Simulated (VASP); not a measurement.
Wanted: the native input for a VASP 6.6.1 run.

| Property | Result |
| --- | --- |
| Task | single point |
| Functional | PBEsol |
| Dispersion | D3(BJ) |
| Potentials or basis | VASP PAW PBE potentials, release 64 (Cd, F) |
| Cutoff | 520 eV |
| k mesh | 8 × 8 × 8 |
| Occupations | gaussian, width 0.05 eV |
| Spin | no spin polarisation |
| Dipole correction | no |
| Further INCAR settings | ALGO = Normal; EDIFF = 1e-06; NBANDS = 20 |

The structure of CdF2 lies in POSCAR:

```
CdF2
1.0
    0.0000000000      2.6778053600      2.6778053600
    2.6778053600      0.0000000000      2.6778053600
    2.6778053600      2.6778053600      0.0000000000
Cd F
1 2
Direct
    0.0000000000      0.0000000000      0.0000000000
    0.2500000000      0.2500000000      0.2500000000
    0.7500000000      0.7500000000      0.7500000000
```

One way to write it, as run:

INCAR

```
SYSTEM = CdF2
PREC     = Accurate       ! precision mode
ENCUT    = 520            ! plane-wave cutoff, eV
EDIFF    = 1E-6           ! SCF threshold, eV
ISMEAR   = 0              ! smearing method
SIGMA    = 0.05           ! smearing width, eV
LREAL    = .FALSE.        ! projectors in reciprocal space
LASPH    = .TRUE.         ! aspherical terms in the spheres
NELM     = 80             ! most SCF steps
ALGO     = Normal         ! electronic algorithm
ISIF     = 2              ! what is computed and relaxed
LWAVE    = .FALSE.        ! write WAVECAR
LCHARG   = .FALSE.        ! write CHGCAR
GGA      = PS             ! functional
IVDW     = 12             ! dispersion correction
NBANDS   = 20             ! bands
```

KPOINTS

```
Automatic mesh
0
G
  8 8 8
  0 0 0
```

Potentials or basis: VASP PAW PBE potentials, release 64 (Cd, F).

Run with:

```console
$ cat potpaw_PBE.64/Cd/POTCAR potpaw_PBE.64/F/POTCAR > POTCAR
$ mpirun -np 1 vasp_std > vasp.out
```

Results of the run:

```yaml
Pressure: 0.9 GPa
Band_gap_on_the_k_mesh: 2.96 eV, indirect (least direct gap 3.43 eV)
Dispersion_energy_per_atom: -0.139 eV
```

Caveat: the PAW data sets were made with another functional, which shifts forces and pressure a little.

It took 16 s on 1 thread of Intel(R) Xeon(R) 6975P-C (Granite Rapids), on a shared host, peak memory 0.17 GiB.
